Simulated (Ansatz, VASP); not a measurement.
# Ir: VASP beside Ansatz

```
Ir
1.0
     2.54645    0.00000    0.00000
     0.00000    2.54645    0.00000
     0.00000    0.00000    2.62516
Ir
1
Direct
  0.50000 0.50000 0.00000
```

Alike in both runs: functional PBE; k mesh 8 × 8 × 6; occupations gaussian, width 0.1 eV; no spin polarisation.

Ansatz relaxed the structure, and its values are those at the end. VASP's run is a single point on that final structure, the one shown.

|  | VASP | Ansatz |
| --- | --- | --- |
| version | VASP 6.6.1 | Ansatz 0.2.0 |
| potentials or method | VASP PAW PBE potentials, release 64 (Ir), cutoff 500 eV | scalar-relativistic, plane waves, PAW |
| valence electrons in the cell | 9 | 17 |

|  | VASP | Ansatz | Ansatz less VASP |
| --- | --- | --- | --- |
| gap on the k mesh at the Fermi level (eV) | none | none | - |
| pressure (GPa) | 0.2 | 0.0 | -0.15 |

A gap of «none» marks a metal or a gap that the smearing closes. The functional is the same, so the differences come from potentials, cutoffs and numerics. VASP's potentials hold 9 valence electrons a cell and Ansatz's 17, so a difference there can come from the potentials and not from the codes.

The k mesh is coarse, so the values compare programs but aren't converged. Neither program's run includes spin-orbit coupling.
